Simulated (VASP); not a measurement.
A run of VASP 6.6.1:

Contents of INCAR:

```
PREC     = Accurate       # precision mode
ENCUT    = 520            # plane-wave cutoff, eV
EDIFF    = 1E-6           # SCF threshold, eV
ISMEAR   = 0              # smearing method
SIGMA    = 0.025          # smearing width, eV
LREAL    = F              # projectors in reciprocal space
LASPH    = T              # aspherical terms in the spheres
NELM     = 100            # most SCF steps
ALGO     = Normal         # electronic algorithm
ISIF     = 2              # what is computed and relaxed
LWAVE    = F              # write WAVECAR
LCHARG   = F              # write CHGCAR
GGA      = PE             # functional
IVDW     = 12             # dispersion correction
NBANDS   = 20             # bands
```

Contents of KPOINTS:

```
Automatic mesh
0
Gamma
  7 7 4
```

Contents of POSCAR:

```
Tl
1.0
    3.4560000000      0.0000000000      0.0000000000
   -1.7280000000      2.9929837955      0.0000000000
    0.0000000000      0.0000000000      5.5250000000
Tl
2
Direct
    0.6885809698      0.3359412007      0.7352341344
    0.3535040302      0.6668397993      0.2233668656
```

Potentials or basis: VASP PAW PBE potentials, release 64 (Tl_d).

The run is started by

```sh
$ cat potpaw_PBE.64/Tl_d/POTCAR > POTCAR
$ mpirun -np 1 vasp_std > vasp.out
```

Hardware: 1 thread of AMD EPYC 7R13 (shared host).

Estimate the wall time of this run.

It took 120 s on 1 thread of AMD EPYC 7R13, on a shared host, peak memory 0.22 GiB. Counts: scf iterations 11, k points 99.
